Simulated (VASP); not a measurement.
Write the native input for VASP 6.6.1 that does the following.

```
Task                   : single point
Functional             : PBE
Potentials or basis    : VASP PAW PBE potentials, release 64 (Ga_d, B)
Cutoff                 : 500 eV
k mesh                 : 14 × 14 × 14
Occupations            : gaussian, width 0.1 eV
Spin                   : no spin polarisation
Dipole correction      : no
Further INCAR settings : ALGO = Normal; EDIFF = 1e-06; NBANDS = 24
```

The structure of GaB lies in POSCAR:

```
GaB
1.0
    0.0000000000      2.9446303263      2.9446303263
    2.9446303263      0.0000000000      2.9446303263
    2.9446303263      2.9446303263      0.0000000000
Ga B
2 2
Direct
    0.5000000000      0.5000000000      0.5000000000
    0.7500000000      0.7500000000      0.7500000000
    0.0000000000      0.0000000000      0.0000000000
    0.2500000000      0.2500000000      0.2500000000
```

The input as run:

INCAR

```
SYSTEM = GaB
PREC     = Accurate       ! precision mode
ENCUT    = 500            ! plane-wave cutoff, eV
EDIFF    = 1E-6           ! SCF threshold, eV
ISMEAR   = 0              ! smearing method
SIGMA    = 0.1            ! smearing width, eV
LREAL    = .FALSE.        ! projectors in reciprocal space
LASPH    = .TRUE.         ! aspherical terms in the spheres
NELM     = 120            ! most SCF steps
ALGO     = Normal         ! electronic algorithm
ISIF     = 2              ! what is computed and relaxed
LWAVE    = .FALSE.        ! write WAVECAR
LCHARG   = .TRUE.         ! write CHGCAR
GGA      = PE             ! functional
LELF     = .TRUE.         ! ELF
LVHAR    = .TRUE.       
NBANDS   = 24             ! bands
GGA_COMPAT= .FALSE.
```

KPOINTS

```
Automatic mesh
0
G
  14 14 14
  0 0 0
```

Potentials or basis: VASP PAW PBE potentials, release 64 (Ga_d, B).

Run with:

```sh
$ cat potpaw_PBE.64/Ga_d/POTCAR potpaw_PBE.64/B/POTCAR > POTCAR
$ mpirun -np 1 vasp_std > vasp.out
```

Results of the run:

```yaml
Pressure: 0.1 GPa
Band_gap_on_the_k_mesh: zero (band 16 reaches 7.60 eV, above the bottom of band 17 at 5.06 eV)
```

Run time: 70 s on 1 thread of AMD EPYC 7R13 Processor (Zen 3) (shared host), peak memory 0.21 GiB.
